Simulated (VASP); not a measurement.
CdS: relaxation of cell and atoms with PBE

The system is CdS.

```xyz
4
Lattice="4.1039 0.0000 0.0000 -2.0520 3.5541 0.0000 0.0000 0.0000 6.6780" Properties=species:S:1:pos:R:3 pbc="T T T"
Cd    2.0520    1.1847    3.3406
Cd    0.0000    2.3694    0.0015
S     2.0520    1.1847    5.8551
S     0.0000    2.3694    2.5161
```

```
Program                : VASP 6.6.1
Task                   : relaxation of cell and atoms
Functional             : PBE
Potentials or basis    : VASP PAW PBE potentials, release 64 (Cd, S)
Cutoff                 : 600 eV
k mesh                 : 9 × 9 × 4
Occupations            : gaussian, width 0.02 eV
Spin                   : no spin polarisation
Target pressure        : 4 GPa
Dipole correction      : no
Further INCAR settings : ALGO = Normal; EDIFF = 1e-07; IBRION = 2; EDIFFG = -0.008; NSW = 70; ISIF = 3
```

```
Relaxed volume                                             : 24.52 Å³/atom
Relaxed cell                                               : a = 4.114 Å, b = 4.114 Å, c = 6.694 Å, α = 90.00°, β = 90.00°, γ = 120.00°
Space group after relaxing (to 0.1 Å)                      : P6_3mc (No. 186)
Energy change on relaxing (the run minimises the enthalpy) : -4.6 meV/atom
Ionic steps                                                : 3
Pressure after relaxing                                    : 4.0 GPa
Band gap on the k mesh                                     : 1.26 eV
```

Forces in eV/Å, atoms in the order of the input:
```
Cd   0.000  0.000  0.003
Cd   0.000  0.000  0.003
S    0.000  0.000 -0.003
S    0.000  0.000 -0.003
```

Step by step:
```tsv
step	energy change (eV)	largest force (eV/Å)	pressure (GPa)	volume (Å³)
1	0.0000	0.0042	4.52	97.40
2	-0.0284	0.0016	3.71	98.51
3	-0.0184	0.0026	4.00	98.10
```

Final structure:
```yaml
crystal:
  lattice:
    - [4.11356, 0.00000, 0.00000]
    - [-2.05678, 3.56245, 0.00000]
    - [0.00000, 0.00000, 6.69399]
  atoms:
    - { symbol: Cd, position: [0.66667, 0.33333, 0.50025] }
    - { symbol: Cd, position: [0.33333, 0.66667, 0.00025] }
    - { symbol: S, position: [0.66667, 0.33333, 0.87675] }
    - { symbol: S, position: [0.33333, 0.66667, 0.37675] }
```

Levels at points of the mesh, in eV from the valence-band top:
```
           k point  band 15  band 16  band 17  band 18  band 19  band 20  band 21  band 22
(0.00, 0.00, 0.00)    -0.78    -0.05     0.00     0.00     1.26     2.82     6.48     6.48
(0.00, 0.00, 0.50)    -0.40    -0.40    -0.40    -0.40     2.89     2.89     6.21     6.21
```

It took 2.4 min on 1 thread of Intel(R) Xeon(R) Platinum 8488C (Sapphire Rapids), with other jobs on the host, peak memory 0.3 GiB.

Caveat: the cell is relaxed towards a set pressure, so the run minimises the enthalpy, not the energy.
